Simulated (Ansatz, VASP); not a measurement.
Two plane-wave programs on NaCl

The input INCAR:

```
SYSTEM = NaCl
PREC = Accurate
ENCUT = 520
EDIFF = 1E-6
ISMEAR = 0
SIGMA = 0.01
LREAL = .False.
LASPH = .True.
NELM = 100
ALGO = Normal
ISIF = 2
LWAVE = .False.
LCHARG = .True.
LELF = .True.
LVHAR = .True.
NBANDS = 14
```

KPOINTS

```
Automatic mesh
0
Gamma
  8 8 8
  0 0 0
```

Contents of POSCAR:

```
NaCl
1.0
    0.0000000000      2.7458545753      2.7458545753
    2.7458545753      0.0000000000      2.7458545753
    2.7458545753      2.7458545753      0.0000000000
Na Cl
1 1
Direct
    0.0000000000      0.0000000000      0.0000000000
    0.5000000000      0.5000000000      0.5000000000
```

Input for Ansatz:

```yaml
crystal:
  lattice:
    - [0.0, 2.74585457529, 2.74585457529]
    - [2.74585457529, 0.0, 2.74585457529]
    - [2.74585457529, 2.74585457529, 0.0]
  atoms:
    - { symbol: Na, position: [0.0, 0.0, 0.0] }
    - { symbol: Cl, position: [0.5, 0.5, 0.5] }
kpoints:
  mp_grid: { grid: [8, 8, 8] }
scf:
  occupations: { method: fixed }
  convergence: { dr2_threshold: 1.0e-10 }
hamiltonian:
  xc: lda
  pseudopotentials: { kind: paw }
output:
  forces: true
  stress: true
  eigenstates:
    kpoints:
      - [0.0, 0.0, 0.0]
      - [-0.5, 0.0, -0.5]
      - [0.0, -0.5, -0.5]
      - [-0.5, -0.5, 0.0]
      - [-0.5, 0.0, 0.0]
      - [0.0, -0.5, 0.0]
      - [0.0, 0.0, -0.5]
      - [-0.5, -0.5, -0.5]
  eigenvalues: true
```

Alike in both runs: task single point; functional LDA; k mesh 8 × 8 × 8; no spin polarisation.

|  | VASP | Ansatz |
| --- | --- | --- |
| version | VASP 6.6.1 | Ansatz 0.2.0 |
| potentials or method | VASP PAW LDA potentials, release 64 (Na_pv, Cl) | PAW with Ansatz's default frozen-core files, scalar-relativistic |
| plane-wave cutoff (eV) | 520 | 420 |
| occupations | gaussian, width 0.01 eV | fixed |
| valence electrons in the cell | 14 | 16 |

VASP gave:

- gap on the k mesh at the Fermi level (eV): 5.02
- pressure (GPa): -0.4

Question: What did Ansatz give for the same quantities?

Answer: gap on the k mesh at the Fermi level (eV): 5.01; pressure (GPa): -0.5.

LDA's correlation is that of Perdew and Zunger in VASP and of Perdew and Wang (1992) in Ansatz. VASP's potentials hold 14 valence electrons a cell and Ansatz's 16, so a difference there can come from the potentials and not from the codes.
